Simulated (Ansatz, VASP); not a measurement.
## Two plane-wave programs on BaTiO3

```
Ba Ti O
1.0
     3.99404    0.00000    0.00000
     0.00000    3.99404    0.00000
     0.00000    0.00000    3.99404
Ba Ti O
1 1 3
Cartesian
  1.9970 1.9970 1.9970
  0.0000 0.0000 0.0000
  1.9970 0.0000 0.0000
  0.0000 1.9970 0.0000
  0.0000 0.0000 1.9970
```

Alike in both runs: functional r2SCAN; k mesh 8 × 8 × 8; occupations gaussian, width 0.02 eV; no spin polarisation.

Ansatz relaxed the structure, and its values are those at the end. VASP's run is a single point on that final structure, the one shown.

|  | VASP | Ansatz |
| --- | --- | --- |
| version | VASP 6.6.1 | Ansatz 0.2.0 |
| potentials or method | VASP PAW PBE potentials, release 64 (Ba_sv, Ti_sv, O), cutoff 520 eV | scalar-relativistic, plane waves, PAW |
| valence electrons in the cell | 40 | 40 |

Ansatz gave:

```
gap on the k mesh at the Fermi level (eV) : 2.17
least direct gap on the mesh (eV)         : 2.28
pressure (GPa)                            : 0.0
```

Task: What did VASP give for the same quantities?

Result: gap on the k mesh at the Fermi level (eV): 2.15; least direct gap on the mesh (eV): 2.30; pressure (GPa): 2.0.

VASP's potentials were made for PBE, not for r2SCAN. With one functional, cell and mesh, what is left measures potentials, basis and numerics.

Spin-orbit coupling is off throughout.
